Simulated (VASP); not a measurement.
The system is Al2O3.

```xyz
5
Lattice="3.0175 0.0000 0.0000 -1.5087 2.6132 0.0000 0.0000 0.0000 7.5746" Properties=species:S:1:pos:R:3 pbc="T T T"
Al    0.0000    0.0000    2.1054
Al    0.0000    0.0000    5.4693
O     0.0000    1.7421    1.5108
O     1.5087    0.8711    6.0638
O     0.0000    0.0000    3.7873
```

Base run:

- Program: VASP 6.6.1
- Functional: BLYP
- Potentials or basis: VASP PAW PBE potentials, release 64 (Al, O)
- Cutoff: 520 eV
- k mesh: 12 × 12 × 4
- Occupations: gaussian, width 0.01 eV
- Spin: no spin polarisation

Its results: band gap on the k mesh 2.46 eV, direct; pressure 2.0 GPa; largest force 0.140 eV/Å.

Task: The run is repeated on the same cell with these changes: functional from BLYP to PBEsol; further incar settings from ALGO = Normal; EDIFF = 1e-07; NBANDS = 20 to ALGO = Normal; EDIFF = 1e-06; NBANDS = 20. What comes out?

Result: Band gap on the k mesh 2.19 eV, direct; pressure -3.5 GPa; largest force 0.188 eV/Å.

Caveats: the PAW data sets were made with another functional, which shifts forces and pressure a little.

A k mesh can miss the band edges.
